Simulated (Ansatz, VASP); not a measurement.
## One calculation of Si, two programs

```
Si
1.0
     1.71267   -5.43294    0.00000
     1.71267    5.43294    0.00000
     0.00000    0.00000    4.53262
Si
4
Cartesian
  1.7127 4.3681 4.1247
  1.7127 -1.0649 2.6742
  1.7127 -4.3681 0.4079
  1.7127 1.0649 1.8584
```

Alike in both runs: task single point; functional PBE; k mesh 6 × 6 × 4; occupations gaussian, width 0.1 eV; no spin polarisation.

```csv
,VASP,Ansatz
version,VASP 6.6.1,Ansatz 0.2.0
potentials or method,"VASP PAW PBE potentials, release 64 (Si), cutoff 520 eV","scalar-relativistic, plane waves, PAW"
valence electrons in the cell,16,16
```

Ansatz gave:

| Item | Value |
| --- | --- |
| gap on the k mesh at the Fermi level (eV) | none |
| pressure (GPa) | 7.3 |
| traceless stress, the component that is largest in VASP (GPa) | -8.18 |
| rms of the force components (eV/Å) | 0.736 |

Estimate VASP's values.

gap on the k mesh at the Fermi level (eV): none; pressure (GPa): 7.3; traceless stress, the component that is largest in VASP (GPa): -8.15; rms of the force components (eV/Å): 0.732.

Atom by atom the forces differ by 0.004 eV/Å (rms over components). A gap of «none» marks a metal or a gap that the smearing closes. The functional is the same, so the differences come from potentials, cutoffs and numerics.
